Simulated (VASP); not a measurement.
A run of VASP 6.6.1 is set up as follows.

INCAR

```
SYSTEM = CuO
ALGO = Normal
EDIFF = 1E-7
ENCUT = 520
GGA = PS
ISIF = 2
ISMEAR = 0
LASPH = .True.
LCHARG = .True.
LELF = .True.
LREAL = .False.
LVHAR = .True.
LWAVE = .False.
NBANDS = 25
NELM = 100
PREC = Accurate
SIGMA = 0.02
```

KPOINTS

```
k-points
0
Gamma
  14 14 8
  0 0 0
```

POSCAR

```
CuO
1.0
    1.9909680000     -2.1535500000      0.0000000000
    1.9909680000      2.1535500000      0.0000000000
    0.0000000000      0.0000000000      5.1559280000
Cu O
2 2
Direct
    0.0000000000      0.5000000000      0.0000000000
    0.5000000000      0.0000000000      0.5000000000
    0.5000000000      0.5000000000      0.2500000000
    0.5000000000      0.5000000000      0.7500000000
```

Potentials or basis: VASP PAW PBE potentials, release 64 (Cu, O).

Command:

```sh
$ cat potpaw_PBE.64/Cu/POTCAR potpaw_PBE.64/O/POTCAR > POTCAR
$ mpirun -np 1 vasp_std > vasp.out
```

**Question.** What does it give for the pressure?

**Answer.** -5.4 GPa.

**Question.** Estimate the band gap on the k mesh.

**Answer.** Zero (bands 17 and 18 overlap by 1.10 eV).

Stress tensor (GPa, compression positive):
```
-4.06  0.00  0.00
 0.00 -5.54  0.00
 0.00  0.00 -6.61
```

Caveat: the cell stands under tension; the PAW data sets were made with another functional, which shifts forces and pressure a little; semilocal functionals often make such compounds metallic where correlation or magnetic order opens a gap, which also shifts bond lengths. With open d or f shells a metallic result of PBEsol can be an artefact of self-interaction; +U or a hybrid may open a gap.
